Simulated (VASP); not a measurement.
# TaSe3S (P1) in VASP: single point with PBE

Aim: the single point of TaSe3S with PBE.

Everything below comes from runs of VASP 6.6.1. Logs are shortened: lines on timing, memory, paths and dates and some standing lists are left out, and cuts for length are marked.

## Step 1: The cell of the first run

The typed cell holds 10 atoms: a = 6.897 Å, b = 6.897 Å, c = 5.787 Å, α = 90.00°, β = 90.00°, γ = 120.00°.

## Step 2: Single point, PBE

Contents of INCAR:

```
PREC = Accurate
ENCUT = 520
EDIFF = 1E-6
ISMEAR = 1
SIGMA = 0.15
LREAL = F
LASPH = T
NELM = 80
ALGO = Normal
ISIF = 2
LWAVE = F
LCHARG = F
GGA = PE
NBANDS = 46
```

Contents of KPOINTS:

```
Automatic mesh
0
Gamma
  3 3 3
```

Contents of POSCAR:

```
TaSe3S
1.0
    6.8971520000      0.0000000000      0.0000000000
   -3.4485760000      5.9731090000      0.0000000000
    0.0000000000      0.0000000000      5.7869180000
S Se Ta
2 6 2
Direct
    0.3260398247      0.6687410191      0.7480282250
    0.6680121345      0.3168775256      0.2422280737
    0.1699410963      0.3415968133      0.2518020819
    0.8311897220      0.1680438110      0.7541814140
    0.6627283088      0.8297717319      0.2474980637
    0.8281913588      0.6621221880      0.7438555376
    0.1661185893      0.8247714883      0.2508876055
    0.3385300550      0.1640524223      0.7504175798
    0.0005268247      0.0020401436     -0.0036874550
    0.0001261340      0.0023980811      0.5065102011
```

Potentials or basis: VASP PAW PBE potentials, release 64 (S, Se, Ta_pv).

Started as:

```sh
$ cat potpaw_PBE.64/S/POTCAR potpaw_PBE.64/Se/POTCAR potpaw_PBE.64/Ta_pv/POTCAR > POTCAR
$ mpirun -np 1 vasp_std > vasp.out
```

OUTCAR:

```text
PREC = Accurate
   ENCUT = 520
   EDIFF = 1E-6
   ISMEAR = 1
   LREAL = F
   LASPH = T
   NELM = 80
   ISIF = 2
   GGA = PE

 ion  position               nearest neighbor table
   1  0.326  0.669  0.748-
   2  0.668  0.317  0.242-
   3  0.170  0.342  0.252-  10 2.51   9 2.51
   4  0.831  0.168  0.754-   9 2.44  10 2.46
   5  0.663  0.830  0.247-   9 2.49  10 2.51
   6  0.828  0.662  0.744-  10 2.45   9 2.50
   7  0.166  0.825  0.251-   9 2.52  10 2.53
   8  0.339  0.164  0.750-  10 2.47   9 2.47
   9  0.001  0.002  0.996-   4 2.44   8 2.47   5 2.49   6 2.50   3 2.51   7 2.52  10 2.83  10 2.95

  10  0.000  0.002  0.507-   6 2.45   4 2.46   8 2.47   3 2.51   5 2.51   7 2.53   9 2.83   9 2.95

  LATTYP: Found a hexagonal cell.
 ALAT       =     6.8971520000
 C/A-ratio  =     0.8390300808

  Lattice vectors:

 A1 = (   6.8971520000,   0.0000000000,   0.0000000000)
 A2 = (  -3.4485760000,   5.9731090000,   0.0000000000)
 A3 = (   0.0000000000,   0.0000000000,   5.7869180000)

Analysis of symmetry for initial positions (statically):
=====================================================================
 Subroutine PRICEL returns:
 Original cell was already a primitive cell.

 Routine SETGRP: Setting up the symmetry group for a
 hexagonal supercell.

 Subroutine GETGRP returns: Found  1 space group operations
 (whereof  1 operations were pure point group operations)
 out of a pool of 24 trial point group operations.

The static configuration has the point symmetry C_1 .

Analysis of symmetry for dynamics (positions and initial velocities):
=====================================================================
 Subroutine PRICEL returns:
 Original cell was already a primitive cell.

 Routine SETGRP: Setting up the symmetry group for a
 hexagonal supercell.

 Subroutine GETGRP returns: Found  1 space group operations
 (whereof  1 operations were pure point group operations)
 out of a pool of 24 trial point group operations.

The dynamic configuration has the point symmetry C_1 .

 Subroutine INISYM returns: Found  1 space group operations
 (whereof  1 operations are pure point group operations),
 and found     1 'primitive' translations

----------------------------------------------------------------------------------------

                                     Primitive cell

  volume of cell :     238.4062

  direct lattice vectors                    reciprocal lattice vectors
[... 101 lines left out ...]
   TEBEG  =    0.0;   TEEND  =   0.0 temperature during run
   PSTRESS=    0.0 pullay stress
   NELECT =      70.0000    total number of electrons
   NUPDOWN=      -1.0000    fix difference up-down
   EMIN   =  10.00;   EMAX   =-10.00  energy-range for DOS
   EFERMI =   0.00;   METHOD = LEGACY
   ISMEAR =     1;   SIGMA  =   0.15  broadening in eV -4-tet -1-fermi 0-gaus
   EFERMI_NEDOS =   21; number of points for ismear=-14 and -15
   IALGO  =     38    algorithm
   IMIX   =      4    mixing-type and parameters
     AMIX     =   0.40;   BMIX     =  1.00
     AMIX_MAG =   1.60;   BMIX_MAG =  1.00
  volume/ion in A,a.u.               =      23.84       160.88
  Fermi-wavevector in a.u.,A,eV,Ry     =   1.088099  2.056209 16.108739  1.183959
  Thomas-Fermi vector in A             =   2.224273
   LORBIT       =      0    0 simple, 1 ext, 2 COOP (PROOUT), +10 PAW based schemes
   GGA     = PE    functional components
   LHFCALC =     F    Hartree Fock is set to
   AEXX    =    0.0000 exact exchange contribution
   IVDW    =     0    specifies the selected vdW correction
   LEPSILON=     F    determine dielectric tensor
   LRPA    =     F    only Hartree local field effects (RPA)
 non-spin polarized calculation
 Methfessel and Paxton  Order N= 1 SIGMA  =   0.15
  energy-cutoff  :      520.00
  volume of cell :      238.41
 maximum number of plane-waves:      6429
 NGX is ok and might be reduce to    54
   NGX = 25   NGY = 25   NGZ = 21

 number of electron      70.0000002 magnetization

 Free energy of the ion-electron system (eV)
  ---------------------------------------------------
  ext. energy  EPLUGINS =         0.00000000
  ---------------------------------------------------
  free energy    TOTEN  =       -50.87929985 eV

  energy without entropy =      -50.86808607  energy(sigma->0) =      -50.87556193

 E-fermi :   2.9156     XC(G=0):  -9.6751

 val. band max:        2.9132245293   @ k =   0.3333  -0.3333   0.3333
 cond. band min:       2.9202077140   @ k =   0.3333   0.3333   0.0000
 fundamental gap:      0.0069831847
 Fermi energy:         2.9155564087

 k-point     1 :       0.0000    0.0000    0.0000
  band No.  band energies     occupation
      1     -31.9730      2.00000
      2     -31.6394      2.00000
      3     -31.6372      2.00000
      4     -31.5229      2.00000
      5     -31.5215      2.00000
      6     -31.1657      2.00000
[... 675 lines left out ...]
     45       7.6104      0.00000
     46       7.6798      0.00000

------------------------ aborting loop because EDIFF is reached ----------------------------------------

  FORCE on cell =-STRESS in cart. coord.  units (eV):
  Direction    XX          YY          ZZ          XY          YZ          ZX
  --------------------------------------------------------------------------------------
  -------------------------------------------------------------------------------------
  Total        9.9042031      8.8861404      9.9221207     -0.1765187     -0.8721860      0.0197700
  in kB       66.5598838     59.7181280     66.6802964     -1.1862708     -5.8614102      0.1328620
  external PRESSURE =      64.3194360 kB  Pullay stress =       0.0000000 kB

 VOLUME and BASIS-vectors are now :
 -----------------------------------------------------------------------------
  energy-cutoff  :      520.00
  volume of cell :      238.41
      direct lattice vectors                 reciprocal lattice vectors
     6.897152000  0.000000000  0.000000000     0.144987380  0.083708501  0.000000000
    -3.448576000  5.973109000  0.000000000     0.000000000  0.167417002  0.000000000
     0.000000000  0.000000000  5.786918000     0.000000000  0.000000000  0.172803554

 POSITION                                       TOTAL-FORCE (eV/Angst)
 -----------------------------------------------------------------------------------
     -0.05746      3.99446      4.32878        -0.088086      0.104264      0.018521
      3.51460      1.89274      1.40175         0.081227     -0.067102      0.014519
     -0.00591      2.04039      1.45716        -0.027369      1.240565     -0.065414
      5.15333      1.00374      4.36439        -1.717709      1.044604     -0.083303
      1.70941      4.95632      1.43225        -1.339529     -0.641309      0.066495
      3.42878      3.95493      4.30463         0.033282     -1.727177      0.204775
     -1.69854      4.92645      1.45187         0.894286     -0.454411      0.001989
      1.76915      0.97990      4.34261         1.613352      0.756006     -0.005754
     -0.00340      0.01219      5.76558         0.394467     -0.255956      1.010269
     -0.00740      0.01432      2.93113         0.156080      0.000516     -1.162097
 -----------------------------------------------------------------------------------
    total drift:                                0.000198     -0.000408     -0.000168

  FREE ENERGIE OF THE ION-ELECTRON SYSTEM (eV)
  ---------------------------------------------------
  free  energy   TOTEN  =       -50.8792998548 eV

  energy  without entropy=      -50.8680860714  energy(sigma->0) =      -50.87556193
```

OSZICAR:

```text
N       E                     dE             d eps       ncg     rms          rms(c)
DAV:   1     0.484124850025E+03    0.48412E+03   -0.32606E+04  1400   0.135E+03
DAV:   2    -0.167207683581E+02   -0.50085E+03   -0.48852E+03  1626   0.284E+02
DAV:   3    -0.518476830303E+02   -0.35127E+02   -0.34128E+02  1552   0.716E+01
DAV:   4    -0.526172846590E+02   -0.76960E+00   -0.76394E+00  1466   0.114E+01
DAV:   5    -0.526337826142E+02   -0.16498E-01   -0.16484E-01  1626   0.161E+00    0.269E+01
DAV:   6    -0.517041017952E+02    0.92968E+00   -0.99897E+00  1438   0.112E+01    0.143E+01
DAV:   7    -0.517675622600E+02   -0.63460E-01   -0.12646E+01  1546   0.722E+00    0.942E+00
DAV:   8    -0.511356193993E+02    0.63194E+00   -0.35210E+00  1656   0.498E+00    0.451E+00
DAV:   9    -0.510486350200E+02    0.86984E-01   -0.50942E+00  1718   0.298E+00    0.338E+00
DAV:  10    -0.508957618592E+02    0.15287E+00   -0.10994E+00  1582   0.151E+00    0.102E+00
DAV:  11    -0.508816203210E+02    0.14142E-01   -0.48336E-02  1456   0.613E-01    0.493E-01
DAV:  12    -0.508798256951E+02    0.17946E-02   -0.13976E-02  1460   0.407E-01    0.260E-01
DAV:  13    -0.508793839813E+02    0.44171E-03   -0.66510E-03  1570   0.226E-01    0.111E-01
DAV:  14    -0.508792938702E+02    0.90111E-04   -0.52599E-04  1444   0.799E-02    0.683E-02
DAV:  15    -0.508792907880E+02    0.30822E-05   -0.11033E-04  1484   0.318E-02    0.266E-02
DAV:  16    -0.508792983892E+02   -0.76012E-05   -0.21538E-05  1444   0.185E-02    0.963E-03
DAV:  17    -0.508792998224E+02   -0.14332E-05   -0.31569E-06   904   0.591E-03    0.389E-03
DAV:  18    -0.508792998548E+02   -0.32454E-07   -0.40501E-07   824   0.235E-03
   1 F= -.50879300E+02 E0= -.50875562E+02  d E =-.112138E-01
```

It took 3.5 min on 1 thread of Intel Xeon Platinum 8375C at 2.90GHz (Ice Lake), shared host; peak memory 0.43 GiB.

Results:

```
Free energy            : -50.8793 eV
Pressure               : 6.4 GPa
Largest force          : 2.012 eV/Å
Band gap on the k mesh : zero (band 35 reaches 2.98 eV, above the bottom of band 36 at 2.82 eV)
```

Forces in eV/Å, atoms in the order of the input:
```
S   -0.088  0.104  0.019
S    0.081 -0.067  0.015
Se  -0.027  1.241 -0.065
Se  -1.718  1.045 -0.083
Se  -1.340 -0.641  0.066
Se   0.033 -1.727  0.205
Se   0.894 -0.454  0.002
Se   1.613  0.756 -0.006
Ta   0.394 -0.256  1.010
Ta   0.156  0.001 -1.162
```

Caveat: the k points lie up to 0.36 Å⁻¹ apart; spin-orbit coupling is left out, which moves the levels of the heavy elements; forces of over 1 eV/Å act on the atoms, so gaps and moduli don't describe the material at rest.
